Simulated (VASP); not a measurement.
# Zr (Pm-3m) in VASP: single point with PBEsol

Aim: the single point of Zr with PBEsol.

Everything below comes from runs of VASP 6.6.1. Logs are shortened: lines on timing, memory, paths and dates and some standing lists are left out, and cuts for length are marked.

### Step 1. The cell of the first run

The structure is cubic, space group Pm-3m (No. 221). The conventional cell has a = 3.927 Å, b = 3.927 Å, c = 3.927 Å, α = 90.00°, β = 90.00°, γ = 90.00°. Zr (site symmetry m-3m) has 6 Zr at 3.93 Å within 5.2 Å.

### Step 2. Single point, PBEsol

Contents of INCAR:

```
PREC = Accurate
ENCUT = 520
EDIFF = 1E-7
ISMEAR = -1
SIGMA = 0.1
LREAL = False
LASPH = True
NELM = 100
ALGO = Normal
ISIF = 2
LWAVE = False
LCHARG = True
GGA = PS
LELF = True
LVHAR = True
NBANDS = 12
```

Contents of KPOINTS:

```
Automatic mesh
0
Gamma
  6 6 6
```

Contents of POSCAR:

```
Zr
1.0
    3.9270000000      0.0000000000      0.0000000000
    0.0000000000      3.9270000000      0.0000000000
    0.0000000000      0.0000000000      3.9270000000
Zr
1
Direct
    0.0000000000      0.0000000000      0.0000000000
```

Potentials or basis: VASP PAW PBE potentials, release 64 (Zr_sv).

The run is started by

```sh
$ cat potpaw_PBE.64/Zr_sv/POTCAR > POTCAR
$ mpirun -np 1 vasp_std > vasp.out
```

OUTCAR:

```text
PREC = Accurate
   ENCUT = 520
   EDIFF = 1E-7
   ISMEAR = -1
   LREAL = False
   LASPH = True
   NELM = 100
   ISIF = 2
   GGA = PS

 ion  position               nearest neighbor table
   1  0.000  0.000  0.000-

  LATTYP: Found a simple cubic cell.
 ALAT       =     3.9270000000

  Lattice vectors:

 A1 = (   3.9270000000,   0.0000000000,   0.0000000000)
 A2 = (   0.0000000000,   3.9270000000,   0.0000000000)
 A3 = (   0.0000000000,   0.0000000000,   3.9270000000)

Analysis of symmetry for initial positions (statically):
=====================================================================
 Subroutine PRICEL returns:
 Original cell was already a primitive cell.

 Routine SETGRP: Setting up the symmetry group for a
 simple cubic supercell.

 Subroutine GETGRP returns: Found 48 space group operations
 (whereof 48 operations were pure point group operations)
 out of a pool of 48 trial point group operations.

The static configuration has the point symmetry O_h .

Analysis of symmetry for dynamics (positions and initial velocities):
=====================================================================
 Subroutine PRICEL returns:
 Original cell was already a primitive cell.

 Routine SETGRP: Setting up the symmetry group for a
 simple cubic supercell.

 Subroutine GETGRP returns: Found 48 space group operations
 (whereof 48 operations were pure point group operations)
 out of a pool of 48 trial point group operations.

The dynamic configuration has the point symmetry O_h .

 Subroutine INISYM returns: Found 48 space group operations
 (whereof 48 operations are pure point group operations),
 and found     1 'primitive' translations

----------------------------------------------------------------------------------------

                                     Primitive cell

  volume of cell :      60.5596

  direct lattice vectors                    reciprocal lattice vectors
     3.927000000  0.000000000  0.000000000     0.254647313  0.000000000  0.000000000
     0.000000000  3.927000000  0.000000000     0.000000000  0.254647313  0.000000000
     0.000000000  0.000000000  3.927000000     0.000000000  0.000000000  0.254647313

  length of vectors
     3.927000000  3.927000000  3.927000000     0.254647313  0.254647313  0.254647313

  position of ions in fractional coordinates (direct lattice)
     0.000000000  0.000000000  0.000000000

  ion indices of the primitive-cell ions
   primitive index   ion index
                 1           1

----------------------------------------------------------------------------------------

 KPOINTS: Automatic mesh

Automatic generation of k-mesh.
 Grid dimensions read from file:
 generate k-points for:    6    6    6

 Generating k-lattice:

  Cartesian coordinates                     Fractional coordinates (reciprocal lattice)
     0.042441219  0.000000000  0.000000000     0.166666667  0.000000000  0.000000000
     0.000000000  0.042441219  0.000000000     0.000000000  0.166666667  0.000000000
     0.000000000  0.000000000  0.042441219     0.000000000  0.000000000  0.166666667

  Length of vectors
     0.042441219  0.042441219  0.042441219

  Shift w.r.t. Gamma in fractional coordinates (k-lattice)
     0.000000000  0.000000000  0.000000000

 Subroutine IBZKPT returns following result:
 ===========================================

 Found     20 irreducible k-points:

 Following reciprocal coordinates:
            Coordinates               Weight
  0.000000  0.000000  0.000000      1.000000
  0.166667  0.000000  0.000000      6.000000
  0.333333  0.000000  0.000000      6.000000
  0.500000  0.000000  0.000000      3.000000
  0.166667  0.166667  0.000000     12.000000
  0.333333  0.166667  0.000000     24.000000
[... 12 lines left out ...]
  0.500000  0.500000  0.333333      6.000000
  0.500000  0.500000  0.500000      1.000000
   k-points           NKPTS =     20   k-points in BZ     NKDIM =     20   number of bands    NBANDS=     12
   number of dos      NEDOS =    301   number of ions     NIONS =      1
   total plane-waves  NPLWV =  27000
   dimension x,y,z NGX =    30 NGY =   30 NGZ =   30
   dimension x,y,z NGXF=    60 NGYF=   60 NGZF=   60
   ions per type =               1
   NGX,Y,Z   is equivalent  to a cutoff of  12.70, 12.70, 12.70 a.u.
   NGXF,Y,Z  is equivalent  to a cutoff of  25.40, 25.40, 25.40 a.u.
 SYSTEM =  unknown system
   PREC   = accura    normal or accurate (medium, high low for compatibility)
   ISTART =      0    job   : 0-new  1-cont  2-samecut
   ICHARG =      2    charge: 1-file 2-atom 10-const
   ISPIN  =      1    spin polarized calculation?
   LNONCOLLINEAR =      F non collinear calculations
   LSORBIT =      F    spin-orbit coupling
   LASPH  =      T    aspherical Exc in radial PAW
   ENCUT  =  520.0 eV  38.22 Ry    6.18 a.u.   7.30  7.30  7.30*2*pi/ulx,y,z
   NELM   =    100;   NELMIN=  2; NELMDL= -5     # of ELM steps
   EDIFF  = 0.1E-06   stopping-criterion for ELM
   LREAL  =      F    real-space projection
   EDIFFG = 0.1E-05   stopping-criterion for IOM
   NSW    =      0    number of steps for IOM
   IBRION =     -1    ionic relax: 0-MD 1-quasi-New 2-CG
   NFREE  =      0    steps in history (QN), initial steepest desc. (CG)
   ISIF   =      2    stress and relaxation
   ISYM   =      2    0-nonsym 1-usesym 2-fastsym
   POTIM  = 0.5000    time-step for ionic-motion
   TEBEG  =    0.0;   TEEND  =   0.0 temperature during run
   PSTRESS=    0.0 pullay stress
   NELECT =      12.0000    total number of electrons
   NUPDOWN=      -1.0000    fix difference up-down
   EMIN   =  10.00;   EMAX   =-10.00  energy-range for DOS
   EFERMI =   0.00;   METHOD = LEGACY
   ISMEAR =    -1;   SIGMA  =   0.10  broadening in eV -4-tet -1-fermi 0-gaus
   EFERMI_NEDOS =   21; number of points for ismear=-14 and -15
   IALGO  =     38    algorithm
   IMIX   =      4    mixing-type and parameters
     AMIX     =   0.40;   BMIX     =  1.00
     AMIX_MAG =   1.60;   BMIX_MAG =  1.00
  volume/ion in A,a.u.               =      60.56       408.68
  Fermi-wavevector in a.u.,A,eV,Ry     =   0.954423  1.803598 12.393870  0.910924
  Thomas-Fermi vector in A             =   2.083169
   LORBIT       =      0    0 simple, 1 ext, 2 COOP (PROOUT), +10 PAW based schemes
   GGA     = PS    functional components
   LHFCALC =     F    Hartree Fock is set to
   AEXX    =    0.0000 exact exchange contribution
   IVDW    =     0    specifies the selected vdW correction
   LEPSILON=     F    determine dielectric tensor
   LRPA    =     F    only Hartree local field effects (RPA)
 non-spin polarized calculation
  energy-cutoff  :      520.00
  volume of cell :       60.56
 maximum number of plane-waves:      1654
 NGX is ok and might be reduce to    30
   NGX = 15   NGY = 15   NGZ = 15

 number of electron      12.0000002 magnetization

 Free energy of the ion-electron system (eV)
  ---------------------------------------------------
  ext. energy  EPLUGINS =         0.00000000
  ---------------------------------------------------
  free energy    TOTEN  =        -5.33847504 eV

  energy without entropy =       -5.18024818  energy(sigma->0) =       -5.25936161

 E-fermi :   1.3831     XC(G=0):  -7.3955

 val. band max:        1.3691250253   @ k =   0.5000   0.5000   0.1667
 cond. band min:       1.3939852306   @ k =   0.3333   0.1667   0.1667
 fundamental gap:      0.0248602053
 Fermi energy:         1.3831312299

 k-point     1 :       0.0000    0.0000    0.0000
  band No.  band energies     occupation
      1     -48.7806      2.00000
      2     -26.6920      2.00000
      3     -26.6920      2.00000
      4     -26.6920      2.00000
      5      -1.7988      2.00000
      6       0.8995      1.98425
      7       0.8995      1.98425
      8       3.1035      0.00000
      9       3.1035      0.00000
     10       3.1035      0.00000
     11       8.4350      0.00000
     12       8.4350      0.00000

 k-point     2 :       0.1667    0.0000    0.0000
  band No.  band energies     occupation
      1     -48.7799      2.00000
      2     -26.7060      2.00000
      3     -26.6910      2.00000
      4     -26.6910      2.00000
      5      -1.4996      2.00000
      6       0.9567      1.97227
      7       1.0645      1.92063
      8       2.8866      0.00000
      9       2.8866      0.00000
     10       3.1205      0.00000
     11       6.8073      0.00000
     12       8.9285      0.00000

 k-point     3 :       0.3333    0.0000    0.0000
  band No.  band energies     occupation
      1     -48.7785      2.00000
      2     -26.7339      2.00000
      3     -26.6888      2.00000
      4     -26.6888      2.00000
      5      -0.7498      2.00000
      6       1.0766      1.91085
      7       1.3973      0.92906
      8       2.5177      0.00002
      9       2.5177      0.00002
     10       3.1549      0.00000
     11       4.8723      0.00000
     12      10.0262      0.00000
[... 226 lines left out ...]
 k-point    19 :       0.5000    0.5000    0.3333
  band No.  band energies     occupation
      1     -48.7731      2.00000
      2     -26.7388      2.00000
      3     -26.7388      2.00000
      4     -26.7241      2.00000
      5       1.0742      1.91293
      6       1.4023      0.90431
      7       1.4023      0.90431
      8       2.6057      0.00001
      9       3.6455      0.00000
     10       4.9822      0.00000
     11       4.9822      0.00000
     12       5.3351      0.00000

 k-point    20 :       0.5000    0.5000    0.5000
  band No.  band energies     occupation
      1     -48.7724      2.00000
      2     -26.7375      2.00000
      3     -26.7375      2.00000
      4     -26.7375      2.00000
      5       1.1967      1.73152
      6       1.1967      1.73152
      7       1.1967      1.73152
      8       3.6568      0.00000
      9       3.6568      0.00000
     10       5.4066      0.00000
     11       5.4066      0.00000
     12       5.4066      0.00000

------------------------ aborting loop because EDIFF is reached ----------------------------------------

  FORCE on cell =-STRESS in cart. coord.  units (eV):
  Direction    XX          YY          ZZ          XY          YZ          ZX
  --------------------------------------------------------------------------------------
  -------------------------------------------------------------------------------------
  Total       -4.3634902     -4.3634902     -4.3634902      0.0000000      0.0000000     -0.0000000
  in kB     -115.4414788   -115.4414788   -115.4414788      0.0000000      0.0000000     -0.0000000
  external PRESSURE =    -115.4414788 kB  Pullay stress =       0.0000000 kB

 VOLUME and BASIS-vectors are now :
 -----------------------------------------------------------------------------
  energy-cutoff  :      520.00
  volume of cell :       60.56
      direct lattice vectors                 reciprocal lattice vectors
     3.927000000  0.000000000  0.000000000     0.254647313  0.000000000  0.000000000
     0.000000000  3.927000000  0.000000000     0.000000000  0.254647313  0.000000000
     0.000000000  0.000000000  3.927000000     0.000000000  0.000000000  0.254647313

 POSITION                                       TOTAL-FORCE (eV/Angst)
 -----------------------------------------------------------------------------------
      0.00000      0.00000      0.00000         0.000000      0.000000      0.000000
 -----------------------------------------------------------------------------------
    total drift:                                0.000000      0.000000     -0.000000

  FREE ENERGIE OF THE ION-ELECTRON SYSTEM (eV)
  ---------------------------------------------------
  free  energy   TOTEN  =        -5.3384750397 eV

  energy  without entropy=       -5.1802481803  energy(sigma->0) =       -5.25936161
```

It took 14 s on 1 thread of Intel Xeon 8259CL, shared host; peak memory 0.16 GiB.

What came out:

```yaml
Free_energy: -5.3385 eV
Pressure: -11.5 GPa
Band_gap_on_the_k_mesh: zero (band 6 reaches 1.61 eV, above the bottom of band 7 at 0.90 eV)
```

Levels at points of the mesh, in eV from the Fermi level:
```tsv
k point	band 3	band 4	band 5	band 6	band 7	band 8	band 9	band 10
(0.00, 0.00, 0.00)	-28.08	-28.08	-3.18	-0.48	-0.48	1.72	1.72	1.72
(0.50, 0.00, 0.00)	-28.07	-28.07	-1.60	-0.24	0.12	0.97	0.97	1.79
(0.50, 0.50, 0.00)	-28.13	-28.07	-0.63	-0.47	1.12	1.12	2.04	2.04
(0.50, 0.50, 0.50)	-28.12	-28.12	-0.19	-0.19	-0.19	2.27	2.27	4.02
```

Caveat: the PAW data sets were made with another functional, which shifts forces and pressure a little.
